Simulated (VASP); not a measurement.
# Ga4As3P (P-4m2) in VASP: single point with PBE

Aim: the single point of Ga4As3P with PBE.

All numbers are computed with VASP 6.6.1; they aren't measurements. Logs are shortened: lines on timing, memory, paths and dates and some standing lists are left out, and cuts for length are marked.

### 1 The cell of the first run

The structure is tetragonal, space group P-4m2 (No. 115). The conventional cell has a = 3.971 Å, b = 3.971 Å, c = 11.210 Å, α = 90.00°, β = 90.00°, γ = 90.00°. P (site symmetry -4m2) has 4 Ga at 2.39 Å within 3.2 Å. Ga (site symmetry 2mm) has 2 P at 2.39 Å and 2 As at 2.44 Å within 3.2 Å. Within 3.2 Å of Ga (site symmetry 2mm) lie 4 As at 2.44 Å. As (site symmetry 2mm) has 4 Ga at 2.44 Å within 3.2 Å. As (site symmetry -4m2) has 4 Ga at 2.44 Å within 3.2 Å.

### 2 Single point, PBE, non-collinear spin, zero start, spin-orbit coupling

INCAR

```
SYSTEM = Ga4As3P
PREC     = Accurate       ! precision mode
ENCUT    = 500            ! plane-wave cutoff, eV
EDIFF    = 1E-6           ! SCF threshold, eV
ISMEAR   = -1             ! smearing method
SIGMA    = 0.02           ! smearing width, eV
LREAL    = .FALSE.        ! projectors in reciprocal space
LASPH    = .TRUE.         ! aspherical terms in the spheres
NELM     = 200            ! most SCF steps
ALGO     = Normal         ! electronic algorithm
ISIF     = 2              ! what is computed and relaxed
LWAVE    = .FALSE.        ! write WAVECAR
LCHARG   = .TRUE.         ! write CHGCAR
LNONCOLLINEAR= .TRUE.         ! non-collinear magnetism
MAGMOM   = 0 0 0 0 0 0 0 0 0 0 0 0 0 0 0 0 0 0 0 0 0 0 0 0 ! initial moments
LORBIT   = 11             ! projections on sites
LSORBIT  = .TRUE.         ! spin-orbit coupling
GGA_COMPAT= .FALSE.      
LORBMOM  = .TRUE.       
GGA      = PE             ! functional
LVHAR    = .TRUE.       
NBANDS   = 90             ! bands
KPAR     = 4
```

KPOINTS

```
regular mesh
0
G
  6 6 2
  0 0 0
```

POSCAR

```
Ga4As3P
1.0
    3.9706267320      0.0000000000      0.0000000000
    0.0000000000      3.9706267320      0.0000000000
    0.0000000000      0.0000000000     11.2099046173
P Ga As
1 4 3
Direct
    0.0000000000      0.0000000000      0.0000000000
    0.0000000000      0.5000000000      0.8814179681
    0.5000000000      0.0000000000      0.6272124747
    0.0000000000      0.5000000000      0.3727875253
    0.5000000000      0.0000000000      0.1185820319
    0.5000000000      0.5000000000      0.7542327629
    0.0000000000      0.0000000000      0.5000000000
    0.5000000000      0.5000000000      0.2457672371
```

Potentials or basis: VASP PAW PBE potentials, release 64 (P, Ga_d, As).

Command:

```bash
> cat potpaw_PBE.64/P/POTCAR potpaw_PBE.64/Ga_d/POTCAR potpaw_PBE.64/As/POTCAR > POTCAR
> mpirun -np 4 vasp_ncl > vasp.out
```

OUTCAR:

```text
SYSTEM = Ga4As3P
   PREC = Accurate
   ENCUT = 500
   EDIFF = 1E-6
   ISMEAR = -1
   LREAL = .FALSE.
   LASPH = .TRUE.
   NELM = 200
   ISIF = 2
   LNONCOLLINEAR = .TRUE.
   LORBIT = 11
   LSORBIT = .TRUE.
   GGA = PE

 ion  position               nearest neighbor table
   1  0.000  0.000  0.000-   2 2.39   5 2.39   2 2.39   5 2.39
   2  0.000  0.500  0.881-   1 2.39   1 2.39   6 2.44   6 2.44
   3  0.500  0.000  0.627-   6 2.44   6 2.44   7 2.44   7 2.44
   4  0.000  0.500  0.373-   8 2.44   8 2.44   7 2.44   7 2.44
   5  0.500  0.000  0.119-   1 2.39   1 2.39   8 2.44   8 2.44
   6  0.500  0.500  0.754-   3 2.44   3 2.44   2 2.44   2 2.44
   7  0.000  0.000  0.500-   3 2.44   4 2.44   4 2.44   3 2.44
   8  0.500  0.500  0.246-   4 2.44   4 2.44   5 2.44   5 2.44

  LATTYP: Found a simple tetragonal cell.
 ALAT       =     3.9706267320
 C/A-ratio  =     2.8232078646

  Lattice vectors:

 A1 = (   3.9706267320,   0.0000000000,   0.0000000000)
 A2 = (   0.0000000000,   3.9706267320,   0.0000000000)
 A3 = (   0.0000000000,   0.0000000000,  11.2099046173)

Analysis of symmetry for initial positions (statically):
=====================================================================
 Subroutine PRICEL returns:
 Original cell was already a primitive cell.

 Routine SETGRP: Setting up the symmetry group for a
 simple tetragonal supercell.

 Subroutine GETGRP returns: Found  8 space group operations
 (whereof  8 operations were pure point group operations)
 out of a pool of 16 trial point group operations.

The static configuration has the point symmetry D_2d.

Analysis of symmetry for dynamics (positions and initial velocities):
=====================================================================
 Subroutine PRICEL returns:
 Original cell was already a primitive cell.

 Routine SETGRP: Setting up the symmetry group for a
 simple tetragonal supercell.

 Subroutine GETGRP returns: Found  8 space group operations
 (whereof  8 operations were pure point group operations)
 out of a pool of 16 trial point group operations.

The dynamic configuration has the point symmetry D_2d.

Analysis of structural, dynamic, and magnetic symmetry:
=====================================================================
 Subroutine PRICEL returns:
 Original cell was already a primitive cell.

 Routine SETGRP: Setting up the symmetry group for a
 simple tetragonal supercell.

 Subroutine GETGRP returns: Found  8 space group operations
 (whereof  8 operations were pure point group operations)
 out of a pool of 16 trial point group operations.

The overall configuration has the point symmetry D_2d.
[... 1964 lines left out ...]
  1        -0.000   0.000  -0.000
  2         0.000   0.000   0.000
  3        -0.000  -0.000  -0.000
  4         0.000  -0.000  -0.000
  5         0.000  -0.000   0.000
  6        -0.000   0.000   0.000
  7         0.000   0.000   0.000
  8        -0.000   0.000  -0.000
 ----------------------------------------
           -0.000  -0.000  -0.000

 orbital moment (z)

 # of ion     p       d       tot
 ----------------------------------------
  1         0.000   0.000   0.000
  2         0.000   0.000   0.000
  3         0.000  -0.000   0.000
  4        -0.000  -0.000  -0.000
  5         0.000  -0.000   0.000
  6         0.000  -0.000  -0.000
  7         0.000   0.000   0.000
  8         0.000  -0.000  -0.000
 ----------------------------------------
            0.000  -0.000   0.000

 Spin-Orbit-Coupling matrix elements

 Ion:    1  E_soc:     -0.0009231
 l=   1
     0.0000000    -0.0001536    -0.0001543
    -0.0001536     0.0000000    -0.0001536
    -0.0001543    -0.0001536     0.0000000
 l=   2
     0.0000000     0.0000000     0.0000000     0.0000000     0.0000000
     0.0000000     0.0000000     0.0000000     0.0000000     0.0000000
     0.0000000     0.0000000     0.0000000     0.0000000     0.0000000
     0.0000000     0.0000000     0.0000000     0.0000000     0.0000000
     0.0000000     0.0000000     0.0000000     0.0000000     0.0000000
 l=   3
     0.0000000     0.0000000     0.0000000     0.0000000     0.0000000     0.0000000     0.0000000
     0.0000000     0.0000000     0.0000000     0.0000000     0.0000000     0.0000000     0.0000000
     0.0000000     0.0000000     0.0000000     0.0000000     0.0000000     0.0000000     0.0000000
     0.0000000     0.0000000     0.0000000     0.0000000     0.0000000     0.0000000     0.0000000
[... 129 lines left out ...]
 l=   2
     0.0000000    -0.0000009     0.0000000    -0.0000007    -0.0000037
    -0.0000009     0.0000000    -0.0000028    -0.0000039    -0.0000037
     0.0000000    -0.0000028     0.0000000    -0.0000023     0.0000000
    -0.0000007    -0.0000039    -0.0000023     0.0000000    -0.0000040
    -0.0000037    -0.0000037     0.0000000    -0.0000040     0.0000000
 l=   3
     0.0000000     0.0000000     0.0000000     0.0000000     0.0000000     0.0000000     0.0000000
     0.0000000     0.0000000     0.0000000     0.0000000     0.0000000     0.0000000     0.0000000
     0.0000000     0.0000000     0.0000000     0.0000000     0.0000000     0.0000000     0.0000000
     0.0000000     0.0000000     0.0000000     0.0000000     0.0000000     0.0000000     0.0000000
     0.0000000     0.0000000     0.0000000     0.0000000     0.0000000     0.0000000     0.0000000
     0.0000000     0.0000000     0.0000000     0.0000000     0.0000000     0.0000000     0.0000000
     0.0000000     0.0000000     0.0000000     0.0000000     0.0000000     0.0000000     0.0000000

 total charge

# of ion       s       p       d       tot
------------------------------------------
    1        1.025   1.497   0.000   2.522
    2        0.870   0.808  10.000  11.679
    3        0.880   0.809   9.995  11.684
    4        0.880   0.809   9.995  11.684
    5        0.870   0.808  10.000  11.679
    6        1.207   1.608   0.031   2.846
    7        1.207   1.605   0.032   2.844
    8        1.207   1.608   0.031   2.846
--------------------------------------------------
tot          8.147   9.553  40.086  57.785

 magnetization (x)

# of ion       s       p       d       tot
------------------------------------------
    1        0.000   0.000   0.000   0.000
    2        0.000   0.000  -0.000  -0.000
    3        0.000   0.000   0.000   0.000
    4        0.000   0.000   0.000   0.000
    5        0.000   0.000   0.000   0.000
    6        0.000   0.000   0.000   0.000
    7        0.000   0.000   0.000   0.000
    8        0.000   0.000   0.000   0.000
--------------------------------------------------
tot          0.000   0.000   0.000   0.000

 magnetization (y)

# of ion       s       p       d       tot
------------------------------------------
    1       -0.000  -0.000   0.000  -0.000
    2       -0.000  -0.000   0.000  -0.000
    3        0.000  -0.000  -0.000  -0.000
    4        0.000   0.000   0.000   0.000
    5        0.000   0.000   0.000   0.000
    6        0.000  -0.000   0.000  -0.000
    7       -0.000  -0.000  -0.000  -0.000
    8        0.000   0.000   0.000   0.000
--------------------------------------------------
tot         -0.000  -0.000  -0.000  -0.000

 magnetization (z)

# of ion       s       p       d       tot
------------------------------------------
    1       -0.000  -0.000   0.000  -0.000
    2       -0.000   0.000  -0.000  -0.000
    3       -0.000   0.000   0.000   0.000
    4       -0.000   0.000   0.000  -0.000
    5        0.000  -0.000  -0.000  -0.000
    6        0.000   0.000   0.000   0.000
    7        0.000   0.000   0.000   0.000
    8        0.000   0.000   0.000   0.000
--------------------------------------------------
tot         -0.000  -0.000  -0.000  -0.000
```

It took 2.1 min on 4 MPI ranks of Intel Xeon 6975P-C (Granite Rapids), shared host; peak memory 0.78 GiB.

What came out:

| Quantity | Value |
| --- | --- |
| Free energy | -33.8659 eV |
| Pressure | 2.8 GPa |
| Largest force | 0.071 eV/Å |
| Net moment | 0.00 μB per cell |
| Valence electrons inside the program's atomic spheres | P 2.52; Ga 11.68; As 2.85, 2.84 (each value once) |

Forces on the atoms (eV/Å):
```
P    0.000  0.000  0.000
Ga   0.000  0.000  0.071
Ga   0.000  0.000  0.002
Ga   0.000  0.000 -0.002
Ga   0.000  0.000 -0.071
As   0.000  0.000  0.006
As   0.000  0.000  0.000
As   0.000  0.000 -0.006
```

Moments on the atoms (μB; x, y, z):
```
P   0.00 0.00 0.00
Ga  0.00 0.00 0.00
Ga  0.00 0.00 0.00
Ga  0.00 0.00 0.00
Ga  0.00 0.00 0.00
As  0.00 0.00 0.00
As  0.00 0.00 0.00
As  0.00 0.00 0.00
```
